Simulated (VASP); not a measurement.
Te:

```
Te
1.0
     3.82029   -2.14820    0.00000
     3.82029    2.14820    0.00000
    -0.09429    0.00000    5.97609
Te
3
Direct
  0.00000 0.00000 0.00000
  0.30945 0.30945 0.33881
  0.69055 0.69055 0.66119
```

Base run:

- Program: VASP 6.6.1
- Functional: PBEsol
- Potentials or basis: VASP PAW PBE potentials, release 64 (Te)
- Cutoff: 520 eV
- k mesh: 7 × 7 × 5
- Occupations: fermi-dirac, width 0.05 eV
- Spin: no spin polarisation

Its results: pressure -1.8 GPa; largest force 0.097 eV/Å.

After a change of settings the same cell gave: pressure 0.3 GPa; largest force 0.094 eV/Å. Which change was it?
A. k mesh from 7 × 7 × 5 to 5 × 5 × 4
B. functional from PBEsol to r2SCAN; k mesh from 7 × 7 × 5 to 4 × 4 × 3
C. k mesh from 7 × 7 × 5 to 4 × 4 × 3; further incar settings from ALGO = Normal; EDIFF = 1e-06; NBANDS = 16 to ALGO = Normal; EDIFF = 1e-07; NBANDS = 16
D. further incar settings from ALGO = Normal; EDIFF = 1e-06; NBANDS = 16 to ALGO = Normal; EDIFF = 1e-07; NBANDS = 16; dispersion from none to D3(BJ)

B.

Caveats: some runs use coarse meshes; the PAW data sets were made with another functional, which shifts forces and pressure a little.
